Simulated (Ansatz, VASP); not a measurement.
# One calculation of SnO, two programs

```
CELL_PARAMETERS angstrom
3.36038 0.00000 0.00000
-1.68019 2.91018 0.00000
0.00000 0.00000 9.21605
ATOMIC_POSITIONS crystal
Sn 0.33333 0.66667 0.38013
Sn 0.66667 0.33333 0.88013
O 0.33333 0.66667 0.99300
O 0.66667 0.33333 0.49300
```

Alike in both runs: functional PBE; k mesh 9 × 9 × 4; occupations gaussian, width 0.02 eV; no spin polarisation.

Ansatz relaxed the structure, and its values are those at the end. VASP's run is a single point on that final structure, the one shown.

|  | VASP | Ansatz |
| --- | --- | --- |
| version | VASP 6.6.1 | Ansatz 0.2.0 |
| potentials or method | VASP PAW PBE potentials, release 64 (Sn_d, O_h), cutoff 910 eV | scalar-relativistic, plane waves, PAW |
| valence electrons in the cell | 40 | 40 |

Ansatz gave:

```
gap on the k mesh at the Fermi level (eV) : 1.49
least direct gap on the mesh (eV)         : 1.87
rms of the force components (eV/Å)        : 0.001
```

Q: Which values does VASP return?

A: gap on the k mesh at the Fermi level (eV): 1.45; least direct gap on the mesh (eV): 1.85; rms of the force components (eV/Å): 0.031.

Noted on VASP's run: the cutoff is short for stress, so the pressure is rough.
